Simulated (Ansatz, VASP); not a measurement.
**One calculation of Se, two programs**

Contents of INCAR:

```
ALGO     = Normal         # electronic algorithm
EDIFF    = 1E-6           # SCF threshold, eV
ENCUT    = 520            # plane-wave cutoff, eV
GGA      = PS             # functional
ISIF     = 2              # what is computed and relaxed
ISMEAR   = -1             # smearing method
LASPH    = T              # aspherical terms in the spheres
LCHARG   = T              # write CHGCAR
LELF     = T              # ELF
LREAL    = F              # projectors in reciprocal space
LVHAR    = T            
LWAVE    = F              # write WAVECAR
NBANDS   = 27             # bands
NELM     = 60             # most SCF steps
PREC     = Accurate       # precision mode
SIGMA    = 0.01           # smearing width, eV
```

Contents of KPOINTS:

```
k-points
0
Gamma
  6 6 6
```

The input POSCAR:

```
Se
1.0
    5.5650285483      3.2129707304      1.4461923599
   -5.5650285483      3.2129707304      1.4461923599
    0.0000000000     -6.4259414609      1.4461923599
Se
6
Direct
    0.2806600000      0.1625100000      0.9181800000
    0.9181800000      0.2806600000      0.1625100000
    0.1625100000      0.9181800000      0.2806600000
    0.7193400000      0.8374900000      0.0818200000
    0.0818200000      0.7193400000      0.8374900000
    0.8374900000      0.0818200000      0.7193400000
```

Input for Ansatz:

```yaml
crystal:
  lattice:
    - [5.5650285483, 3.2129707304, 1.4461923599]
    - [-5.5650285483, 3.2129707304, 1.4461923599]
    - [0.0, -6.4259414609, 1.4461923599]
  atoms:
    - { symbol: Se, position: [0.28066, 0.16251, 0.91818] }
    - { symbol: Se, position: [0.91818, 0.28066, 0.16251] }
    - { symbol: Se, position: [0.16251, 0.91818, 0.28066] }
    - { symbol: Se, position: [0.71934, 0.83749, 0.08182] }
    - { symbol: Se, position: [0.08182, 0.71934, 0.83749] }
    - { symbol: Se, position: [0.83749, 0.08182, 0.71934] }
kpoints:
  mp_grid: { grid: [6, 6, 6] }
  band_path:
    path:
      - [0.0, 0.0, 0.0]
      - [0.5, 0.0, 0.0]
      - [0.5, -0.5, 0.5]
      - [0.200433267, -0.799566733, 0.200433267]
      - [0.200433267, 0.200433267, 0.200433267]
      - [0.0, 0.0, 0.0]
      - [0.5, -0.5, 0.0]
    npoints: 5
scf:
  occupations: { method: fermi_dirac, width: 0.01 }
hamiltonian:
  xc: pbesol
  pseudopotentials: { kind: all_electron, lapw: { basis_error: 0.001 } }
output:
  forces: true
  stress: true
  eigenvalues: true
```

Change from the starting cell: volume scaled by 0.94.

Alike in both runs: task single point; functional PBEsol; k mesh 6 × 6 × 6; occupations fermi-dirac, width 0.01 eV; no spin polarisation.

```csv
,VASP,Ansatz
version,VASP 6.6.1,Ansatz 0.2.0
potentials or method,"VASP PAW PBE potentials, release 64 (Se), cutoff 520 eV","all-electron LAPW, scalar-relativistic"
```

|  | VASP | Ansatz | Ansatz less VASP |
| --- | --- | --- | --- |
| gap on the k mesh at the Fermi level (eV) | 1.23 | 1.25 | +0.013 |
| pressure (GPa) | 4.2 | 3.9 | -0.28 |
| traceless stress, the component that is largest in VASP (GPa) | -1.44 | -1.34 | +0.106 |
| rms of the force components (eV/Å) | 0.675 | 0.633 | -0.0421 |

VASP's potentials were made for PBE, not for PBEsol. Atom by atom the forces differ by 0.042 eV/Å (rms over components). Ansatz ran all-electron here, and VASP with PAW potentials.
